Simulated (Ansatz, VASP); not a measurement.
# BaTiO3 in VASP and in Ansatz

The input POSCAR:

```
BaTiO3
1.0
   -4.0271443200      0.0000000000     -4.0271443200
    0.0000000000     -4.0271443200      0.0000000000
   -4.0271443200      0.0000000000      4.0271443200
Ba Ti O
2 2 6
Direct
    0.0000000000      0.0000000000      0.0000000000
    0.5000000000      0.0000000000      0.5000000000
    0.0000000000      0.5000000000      0.5000000000
    0.5000000000      0.5000000000      0.0000000000
    0.7500000000      0.5000000000      0.7500000000
    0.2500000000      0.5000000000      0.2500000000
    0.7500000000      0.5000000000      0.2500000000
    0.2500000000      0.5000000000      0.7500000000
    0.0000000000      0.0000000000      0.5000000000
    0.5000000000      0.0000000000      0.0000000000
```

INCAR.step1

```
SYSTEM = BaTiO3
ALGO = Normal
EDIFF = 1E-4
ENCUT = 520
GGA = PE
ISMEAR = 1
LASPH = .True.
LCHARG = .False.
LREAL = .False.
LWAVE = .True.
NBANDS = 51
NELM = 60
PREC = Accurate
SIGMA = 0.0929
```

Contents of INCAR.step2:

```
SYSTEM = BaTiO3
ALGO = Normal
EDIFF = 1E-7
ENCUT = 520
ISIF = 2
ISMEAR = 1
ISTART = 1
LASPH = .True.
LCHARG = .False.
LMIXTAU = .True.
LREAL = .False.
LWAVE = .False.
METAGGA = R2SCAN
NBANDS = 51
NELM = 60
PREC = Accurate
SIGMA = 0.0929
```

The input KPOINTS:

```
k-points
0
Gamma
  5 6 5
  0 0 0
```

Input for Ansatz:

```yaml
crystal:
  lattice:
    - [4.02714432, 0.0, 4.02714432]
    - [0.0, 4.02714432, 0.0]
    - [4.02714432, 0.0, -4.02714432]
  atoms:
    - { symbol: Ba, position: [0.0, 0.0, 0.0] }
    - { symbol: Ba, position: [0.5, 0.0, 0.5] }
    - { symbol: Ti, position: [0.0, 0.5, 0.5] }
    - { symbol: Ti, position: [0.5, 0.5, 0.0] }
    - { symbol: O, position: [0.25, 0.5, 0.25] }
    - { symbol: O, position: [0.75, 0.5, 0.75] }
    - { symbol: O, position: [0.25, 0.5, 0.75] }
    - { symbol: O, position: [0.75, 0.5, 0.25] }
    - { symbol: O, position: [0.0, 0.0, 0.5] }
    - { symbol: O, position: [0.5, 0.0, 0.0] }
  symmetry: { tolerance: 0.0003 }
kpoints:
  mp_grid: { grid: [5, 6, 5], shift: [0, 0, 0] }
  band_path:
    path:
      - [0.0, 0.0, 0.0]
      - [0.0, 0.5, 0.0]
      - [0.5, 0.5, 0.5]
      - [0.0, 0.0, 0.0]
      - [1.0, 0.5, 0.0]
      - [0.0, 0.5, 0.0]
      - [1.0, 0.5, 0.0]
      - [0.5, 0.5, 0.5]
    npoints: 8
magnetization:
  spin_polarized: false
scf:
  occupations: { method: methfessel_paxton, width: 0.0929 }
  lower_state_search: "off"
  max_iter: 200
hamiltonian:
  pseudopotentials: { kind: paw }
  xc: r2scan
basis:
  ecutwfc: 500
  fft_grid_basis: typed
output:
  forces: true
  stress: true
  eigenvalues: true
  bader: true
  populations: true
  elf: true
  write_potential: true
  volumetric_format: npy
  dos:
    e_range: [-12, 8]
    de: 0.05
    projected: { site_lists: { Ba: [Ba], O: [O], Ti: [Ti] } }
checkpoint:
  read: saved_state
```

Alike in both runs: task single point; functional r2SCAN; k mesh 5 × 6 × 5; occupations methfessel-paxton of order 1, width 0.0929 eV; no spin polarisation.

```csv
,VASP,Ansatz
version,VASP 6.6.1,Ansatz 0.2.0
potentials or method,"VASP PAW PBE potentials, release 64 (Ba_sv, Ti_sv, O), cutoff 520 eV",PAW plane waves
valence electrons in the cell,80,80
```

VASP gave:

- gap on the k mesh at the Fermi level (eV): 2.09
- pressure (GPa): -2.4

Q: Estimate Ansatz's values.

A: gap on the k mesh at the Fermi level (eV): 2.11; pressure (GPa): -4.2.

VASP's potentials were made for PBE, not for r2SCAN. The functional is the same, so the differences come from potentials, cutoffs and numerics.

Neither program's run includes spin-orbit coupling.
